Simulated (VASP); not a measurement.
# NaI (Fm-3m) in VASP: a series of runs

The runs below take NaI through single point, with PBEsol, r2SCAN.

Program: VASP 6.6.1. These are calculated values, not measurements. Logs are shortened: lines on timing, memory, paths and dates and some standing lists are left out, and cuts for length are marked.

## (1) The cell of the first run

Symmetry: Fm-3m, No. 225, cubic system. Conventional cell: a = 6.400 Å, b = 6.400 Å, c = 6.400 Å, α = 90.00°, β = 90.00°, γ = 90.00°. Within 4.2 Å of Na (site symmetry m-3m) lie 6 I at 3.20 Å. Within 4.2 Å of I (site symmetry m-3m) lie 6 Na at 3.20 Å.

## (2) Single point, PBEsol

The input, INCAR:

```
ALGO = Normal ; EDIFF = 1E-7
ENCUT = 520 ; GGA = PS
ISIF = 2 ; ISMEAR = -1
LASPH = T ; LCHARG = T
LELF = T ; LREAL = F
LVHAR = T ; LWAVE = F
NBANDS = 14 ; NELM = 60
PREC = Accurate ; SIGMA = 0.05
```

The input, KPOINTS:

```
k-points
0
Gamma
  7 7 7
```

The input, POSCAR:

```
NaI
1.0
    0.0000000000      3.2000000000      3.2000000000
    3.2000000000      0.0000000000      3.2000000000
    3.2000000000      3.2000000000      0.0000000000
Na I
1 1
Direct
    0.0000000000      0.0000000000      0.0000000000
    0.5000000000      0.5000000000      0.5000000000
```

Potentials or basis: VASP PAW PBE potentials, release 64 (Na_pv, I).

Started as:

```
cat potpaw_PBE.64/Na_pv/POTCAR potpaw_PBE.64/I/POTCAR > POTCAR
mpirun -np 1 vasp_std > vasp.out
```

OUTCAR:

```text
EDIFF = 1E-7
   ENCUT = 520
   GGA = PS
   ISIF = 2
   ISMEAR = -1
   LASPH = T
   LREAL = F
   NELM = 60
   PREC = Accurate

 ion  position               nearest neighbor table
   1  0.000  0.000  0.000-
   2  0.500  0.500  0.500-

  LATTYP: Found a face centered cubic cell.
 ALAT       =     6.4000000000

  Lattice vectors:

 A1 = (   0.0000000000,   3.2000000000,   3.2000000000)
 A2 = (   3.2000000000,   0.0000000000,   3.2000000000)
 A3 = (   3.2000000000,   3.2000000000,   0.0000000000)

Analysis of symmetry for initial positions (statically):
=====================================================================
 Subroutine PRICEL returns:
 Original cell was already a primitive cell.

 Routine SETGRP: Setting up the symmetry group for a
 face centered cubic supercell.

 Subroutine GETGRP returns: Found 48 space group operations
 (whereof 48 operations were pure point group operations)
 out of a pool of 48 trial point group operations.

The static configuration has the point symmetry O_h .

Analysis of symmetry for dynamics (positions and initial velocities):
=====================================================================
 Subroutine PRICEL returns:
 Original cell was already a primitive cell.

 Routine SETGRP: Setting up the symmetry group for a
 face centered cubic supercell.

 Subroutine GETGRP returns: Found 48 space group operations
 (whereof 48 operations were pure point group operations)
 out of a pool of 48 trial point group operations.

The dynamic configuration has the point symmetry O_h .

 Subroutine INISYM returns: Found 48 space group operations
 (whereof 48 operations are pure point group operations),
 and found     1 'primitive' translations

----------------------------------------------------------------------------------------

                                     Primitive cell

  volume of cell :      65.5360

  direct lattice vectors                    reciprocal lattice vectors
     0.000000000  3.200000000  3.200000000    -0.156250000  0.156250000  0.156250000
     3.200000000  0.000000000  3.200000000     0.156250000 -0.156250000  0.156250000
     3.200000000  3.200000000  0.000000000     0.156250000  0.156250000 -0.156250000

  length of vectors
     4.525483400  4.525483400  4.525483400     0.270632939  0.270632939  0.270632939

  position of ions in fractional coordinates (direct lattice)
     0.000000000  0.000000000  0.000000000
     0.500000000  0.500000000  0.500000000
[... 80 lines left out ...]
   POTIM  = 0.5000    time-step for ionic-motion
   TEBEG  =    0.0;   TEEND  =   0.0 temperature during run
   PSTRESS=    0.0 pullay stress
   NELECT =      14.0000    total number of electrons
   NUPDOWN=      -1.0000    fix difference up-down
   EMIN   =  10.00;   EMAX   =-10.00  energy-range for DOS
   EFERMI =   0.00;   METHOD = LEGACY
   ISMEAR =    -1;   SIGMA  =   0.05  broadening in eV -4-tet -1-fermi 0-gaus
   EFERMI_NEDOS =   21; number of points for ismear=-14 and -15
   IALGO  =     38    algorithm
   IMIX   =      4    mixing-type and parameters
     AMIX     =   0.40;   BMIX     =  1.00
     AMIX_MAG =   1.60;   BMIX_MAG =  1.00
  volume/ion in A,a.u.               =      32.77       221.13
  Fermi-wavevector in a.u.,A,eV,Ry     =   0.978643  1.849367 13.030867  0.957742
  Thomas-Fermi vector in A             =   2.109434
   LORBIT       =      0    0 simple, 1 ext, 2 COOP (PROOUT), +10 PAW based schemes
   GGA     = PS    functional components
   LHFCALC =     F    Hartree Fock is set to
   AEXX    =    0.0000 exact exchange contribution
   IVDW    =     0    specifies the selected vdW correction
   LEPSILON=     F    determine dielectric tensor
   LRPA    =     F    only Hartree local field effects (RPA)
 non-spin polarized calculation
  energy-cutoff  :      520.00
  volume of cell :       65.54
 maximum number of plane-waves:      1807
 NGX is ok and might be reduce to    36
   NGX = 17   NGY = 17   NGZ = 17

 number of electron      13.9999999 magnetization

 Free energy of the ion-electron system (eV)
  ---------------------------------------------------
  ext. energy  EPLUGINS =         0.00000000
  ---------------------------------------------------
  free energy    TOTEN  =        -5.66980149 eV

  energy without entropy =       -5.66980149  energy(sigma->0) =       -5.66980149

 E-fermi :   2.0500     XC(G=0):  -7.9841

 val. band max:        0.9574740044   @ k =   0.0000   0.0000   0.0000
 cond. band min:       4.5511569634   @ k =   0.0000   0.0000   0.0000
 fundamental gap:      3.5936829590
 Fermi energy:         2.0499845152

 k-point     1 :       0.0000    0.0000    0.0000
  band No.  band energies     occupation
      1     -21.2516      2.00000
      2     -21.2516      2.00000
      3     -21.2516      2.00000
      4     -10.1900      2.00000
      5       0.9575      2.00000
      6       0.9575      2.00000
      7       0.9575      2.00000
      8       4.5512      0.00000
      9       8.8015      0.00000
     10       8.8015      0.00000
     11       8.8015      0.00000
     12      10.7290      0.00000
     13      10.7290      0.00000
     14      11.2157      0.00000
[... 309 lines left out ...]
      1     -21.2553      2.00000
      2     -21.2553      2.00000
      3     -21.2533      2.00000
      4      -9.7521      2.00000
      5      -0.6529      2.00000
      6      -0.5847      2.00000
      7       0.1383      2.00000
      8       6.6749      0.00000
      9       7.9202      0.00000
     10       8.8424      0.00000
     11       9.2520      0.00000
     12      11.9835      0.00000
     13      12.5861      0.00000
     14      14.7375      0.00000

------------------------ aborting loop because EDIFF is reached ----------------------------------------

  FORCE on cell =-STRESS in cart. coord.  units (eV):
  Direction    XX          YY          ZZ          XY          YZ          ZX
  --------------------------------------------------------------------------------------
  -------------------------------------------------------------------------------------
  Total        0.0257973      0.0257973      0.0257973      0.0000000     -0.0000000      0.0000000
  in kB        0.6306741      0.6306741      0.6306741      0.0000000     -0.0000000      0.0000000
  external PRESSURE =       0.6306741 kB  Pullay stress =       0.0000000 kB

 VOLUME and BASIS-vectors are now :
 -----------------------------------------------------------------------------
  energy-cutoff  :      520.00
  volume of cell :       65.54
      direct lattice vectors                 reciprocal lattice vectors
     0.000000000  3.200000000  3.200000000    -0.156250000  0.156250000  0.156250000
     3.200000000  0.000000000  3.200000000     0.156250000 -0.156250000  0.156250000
     3.200000000  3.200000000  0.000000000     0.156250000  0.156250000 -0.156250000

 POSITION                                       TOTAL-FORCE (eV/Angst)
 -----------------------------------------------------------------------------------
      0.00000      0.00000      0.00000        -0.000000     -0.000000      0.000000
      3.20000      3.20000      3.20000         0.000000      0.000000     -0.000000
 -----------------------------------------------------------------------------------
    total drift:                                0.000000      0.000000      0.000000

  FREE ENERGIE OF THE ION-ELECTRON SYSTEM (eV)
  ---------------------------------------------------
  free  energy   TOTEN  =        -5.6698014942 eV

  energy  without entropy=       -5.6698014942  energy(sigma->0) =       -5.66980149
```

stdout:

```text
POSCAR found type information on POSCAR NaI
 POSCAR found :  2 types and       2 ions
 scaLAPACK will be used
 -----------------------------------------------------------------------------
|                                                                             |
|                                                                             |
|     You enforced a specific xc type in the INCAR file but a different       |
|     I HOPE YOU KNOW WHAT YOU ARE DOING!                                     |
|                                                                             |
 -----------------------------------------------------------------------------

 LDA part: xc-table for (Slater+PW92), standard interpolation
 POSCAR, INCAR and KPOINTS ok, starting setup
 FFT: planning ... GRIDC
 FFT: planning ... GRID_SOFT
 FFT: planning ... GRID
 WAVECAR not read
 entering main loop
```

It took 16 s on 1 thread of Intel Xeon Platinum 8375C at 2.90GHz (Ice Lake), shared host; peak memory 0.21 GiB.

Results:

| Property | Result |
| --- | --- |
| Free energy | -5.6698 eV |
| Pressure | 0.1 GPa |
| Band gap on the k mesh | 3.59 eV |

Caveat: the PAW data sets were made with another functional, which shifts forces and pressure a little; spin-orbit coupling is left out, which moves the levels of the heavy elements.

## (3) Single point, r2SCAN

POSCAR is that of step 2.

The input, INCAR.step1:

```
PREC = Accurate
ENCUT = 520
ISMEAR = -1
SIGMA = 0.05
LREAL = F
LASPH = T
NELM = 100
NBANDS = 14
GGA = PE
ALGO = Normal
EDIFF = 1E-4
LWAVE = T
LCHARG = F
```

The input, INCAR.step2:

```
PREC = Accurate
ENCUT = 520
EDIFF = 1E-7
ISMEAR = -1
SIGMA = 0.05
LREAL = F
LASPH = T
NELM = 100
ALGO = Normal
ISIF = 2
LWAVE = F
LCHARG = F
METAGGA = R2SCAN
LMIXTAU = T
NBANDS = 14
ISTART = 1
```

The input, KPOINTS:

```
Automatic mesh
0
Gamma
  7 7 7
```

Potentials or basis: VASP PAW PBE potentials, release 64 (Na_pv, I).

Started as:

```
cat potpaw_PBE.64/Na_pv/POTCAR potpaw_PBE.64/I/POTCAR > POTCAR
cp INCAR.step1 INCAR
mpirun -np 1 vasp_std > vasp.out
cp INCAR.step2 INCAR
mpirun -np 1 vasp_std > vasp.out
```

Run time: 70 s. Hardware: 1 thread of Intel Xeon Platinum 8375C at 2.90GHz (Ice Lake), shared host; peak memory 0.22 GiB.

Results (log left out):

| Item | Value |
| --- | --- |
| Free energy | -31.0840 eV |
| Pressure | 0.4 GPa |
| Band gap on the k mesh | 4.55 eV |

Levels at points of the mesh, in eV from the valence-band top:
```csv
k point,band 5,band 6,band 7,band 8,band 9,band 10
"(0.00, 0.00, 0.00)",0.00,0.00,0.00,4.55,8.47,8.47
```

Caveat: the PAW data sets were made with another functional, which shifts forces and pressure a little; spin-orbit coupling is left out, which moves the levels of the heavy elements.
